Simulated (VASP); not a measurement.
# SiC (P6_3mc) in VASP: notebook, part 2 of 2

VASP 6.6.1.

## Step 3: Relaxation of cell and atoms, LDA, target pressure 2 GPa, at which the enthalpy is minimised

Contents of INCAR:

```
ALGO     = Normal         # electronic algorithm
EDIFF    = 1E-6           # SCF threshold, eV
EDIFFG   = -0.002         # ionic threshold
ENCUT    = 600            # plane-wave cutoff, eV
IBRION   = 2              # ionic algorithm
ISIF     = 3              # what is computed and relaxed
ISMEAR   = 0              # smearing method
LASPH    = True           # aspherical terms in the spheres
LCHARG   = False          # write CHGCAR
LREAL    = False          # projectors in reciprocal space
LWAVE    = False          # write WAVECAR
NELM     = 80             # most SCF steps
NSW      = 100            # ionic steps
PREC     = Accurate       # precision mode
PSTRESS  = 20.0         
SIGMA    = 0.01           # smearing width, eV
```

Contents of KPOINTS:

```
k-points
0
Gamma
  8 8 4
```

Contents of POSCAR:

```
SiC
1.0
    3.0563618582      0.0000000000      0.0000000000
   -1.5281809291      2.6468870124      0.0000000000
    0.0000000000      0.0000000000      5.0159135136
Si C
2 2
Direct
    0.3333333333      0.6666666667      0.0045956275
    0.6666666667      0.3333333333      0.5045956275
    0.3333333333      0.6666666667      0.3804043725
    0.6666666667      0.3333333333      0.8804043725
```

Potentials or basis: VASP PAW LDA potentials, release 64 (Si, C).

Run with:

```bash
$ cat potpaw_LDA.64/Si/POTCAR potpaw_LDA.64/C/POTCAR > POTCAR
$ mpirun -np 1 vasp_std > vasp.out
```

OUTCAR:

```text
EDIFF = 1E-6
   EDIFFG = -0.002
   ENCUT = 600
   IBRION = 2
   ISIF = 3
   ISMEAR = 0
   LASPH = True
   LREAL = False
   NELM = 80
   NSW = 100
   PREC = Accurate
   PSTRESS = 20.0

 ion  position               nearest neighbor table
   1  0.333  0.667  0.005-   4 1.87   4 1.87   4 1.87   3 1.89   2 3.07   2 3.07   2 3.07   2 3.07
                             2 3.07   2 3.07
   2  0.667  0.333  0.505-   3 1.87   3 1.87   3 1.87   4 1.89   1 3.07   1 3.07   1 3.07   1 3.07
                             1 3.07   1 3.07
   3  0.333  0.667  0.380-   2 1.87   2 1.87   2 1.87   1 1.89
   4  0.667  0.333  0.880-   1 1.87   1 1.87   1 1.87   2 1.89

  LATTYP: Found a hexagonal cell.
 ALAT       =     3.0563618582
 C/A-ratio  =     1.6411386303

  Lattice vectors:

 A1 = (   3.0563618582,   0.0000000000,   0.0000000000)
 A2 = (  -1.5281809291,   2.6468870124,   0.0000000000)
 A3 = (   0.0000000000,   0.0000000000,   5.0159135136)

Analysis of symmetry for initial positions (statically):
=====================================================================
 Subroutine PRICEL returns:
 Original cell was already a primitive cell.

 Routine SETGRP: Setting up the symmetry group for a
 hexagonal supercell.

 Subroutine GETGRP returns: Found 12 space group operations
 (whereof  6 operations were pure point group operations)
[... 369 lines left out ...]
--------------------------------------- Ionic step        6  -------------------------------------------

 number of electron      15.9999998 magnetization

 Free energy of the ion-electron system (eV)
  ---------------------------------------------------
  ext. energy  EPLUGINS =         0.00000000
  ---------------------------------------------------
  free energy    TOTEN  =       -33.27734691 eV

  energy without entropy =      -33.27734691  energy(sigma->0) =      -33.27734691

 E-fermi :   8.6175     XC(G=0): -11.6646

 val. band max:        8.5211110232   @ k =   0.0000   0.0000   0.0000
 cond. band min:      10.8894454091   @ k =   0.3750   0.2500   0.0000
 fundamental gap:      2.3683343859
 Fermi energy:         8.6174865144

 k-point     1 :       0.0000    0.0000    0.0000
  band No.  band energies     occupation
      1      -7.1717      2.00000
      2      -3.4528      2.00000
      3      -0.3496      2.00000
      4       7.1922      2.00000
      5       7.1922      2.00000
      6       8.4071      2.00000
      7       8.5211      2.00000
      8       8.5211      2.00000
      9      13.5086      0.00000
     10      15.0223      0.00000
     11      15.2328      0.00000
     12      15.2328      0.00000
[... 331 lines left out ...]
 k-point    24 :       0.3750    0.0000    0.5000
  band No.  band energies     occupation
      1      -3.6978      2.00000
      2      -3.6978      2.00000
      3       1.3895      2.00000
      4       1.3895      2.00000
      5       5.8714      2.00000
      6       5.8714      2.00000
      7       6.2351      2.00000
      8       6.2351      2.00000
      9      12.0945      0.00000
     10      12.0945      0.00000
     11      14.4933      0.00000
     12      14.4933      0.00000

 [... further k-points ...]

------------------------ aborting loop because EDIFF is reached ----------------------------------------

  FORCE on cell =-STRESS in cart. coord.  units (eV):
  Direction    XX          YY          ZZ          XY          YZ          ZX
  --------------------------------------------------------------------------------------
  -------------------------------------------------------------------------------------
  Total        0.5006840      0.5006840      0.5064012      0.0000000      0.0000000      0.0000000
  in kB       19.9174681     19.9174681     20.1449024      0.0000000      0.0000000      0.0000000
  external PRESSURE =      -0.0067205 kB  Pullay stress =      20.0000000 kB
[... 23 lines left out ...]
  energy  without entropy=      -33.2773469065  energy(sigma->0) =      -33.27734691

  enthalpy is  TOTEN    =       -32.7745882732 eV   P V=        0.5027586333

 reached required accuracy - stopping structural energy minimisation
```

CONTCAR:

```text
SiC
   1.00000000000000
     3.0488574873123482    0.0000000000000000   -0.0000000000000000
    -1.5244287436561741    2.6403880365720758    0.0000000000000000
    -0.0000000000000000    0.0000000000000000    5.0030546031028820
  Si              C
     2     2
Direct
     0.3333333332999970    0.6666666667000030    0.0045911133632238
     0.6666666667000030    0.3333333332999970    0.5045911133632239
     0.3333333332999970    0.6666666667000030    0.3804088866367812
     0.6666666667000030    0.3333333332999970    0.8804088866367812

  0.00000000E+00  0.00000000E+00  0.00000000E+00
  0.00000000E+00  0.00000000E+00  0.00000000E+00
  0.00000000E+00  0.00000000E+00  0.00000000E+00
  0.00000000E+00  0.00000000E+00  0.00000000E+00
```

Wall time 46 s (1 thread of Intel Xeon 8259CL, shared host); peak memory 0.15 GiB.

What came out:

```
Free energy                                                : -33.2773 eV
Relaxed volume                                             : 10.07 Å³/atom
Relaxed cell                                               : a = 3.049 Å, b = 3.049 Å, c = 5.003 Å, α = 90.00°, β = 90.00°, γ = 120.00°
Space group after relaxing (to 0.1 Å)                      : P6_3mc (No. 186)
Energy change on relaxing (the run minimises the enthalpy) : +0.5 meV/atom
Ionic steps                                                : 6
Pressure after relaxing                                    : 2.0 GPa
Band gap on the k mesh                                     : 2.37 eV (least direct gap 3.93 eV)
```

Step by step:
```tsv
step	energy change (eV)	largest force (eV/Å)	pressure (GPa)	volume (Å³)
1	0.0000	0.0019	0.26	40.58
2	0.0086	0.0038	4.07	39.93
3	0.0021	0.0007	2.00	40.28
4	0.0022	0.0008	2.02	40.27
5	0.0021	0.0020	1.99	40.28
6	0.0021	0.0012	2.00	40.28
```

Final structure:
```xyz
4
Lattice="3.0489 0.0000 0.0000 -1.5244 2.6404 0.0000 0.0000 0.0000 5.0031" Properties=species:S:1:pos:R:3 pbc="T T T"
Si    0.0000    1.7603    0.0230
Si    1.5244    0.8801    2.5245
C     0.0000    1.7603    1.9032
C     1.5244    0.8801    4.4047
```

Caveat: the cell is relaxed towards a set pressure, so the run minimises the enthalpy, not the energy.
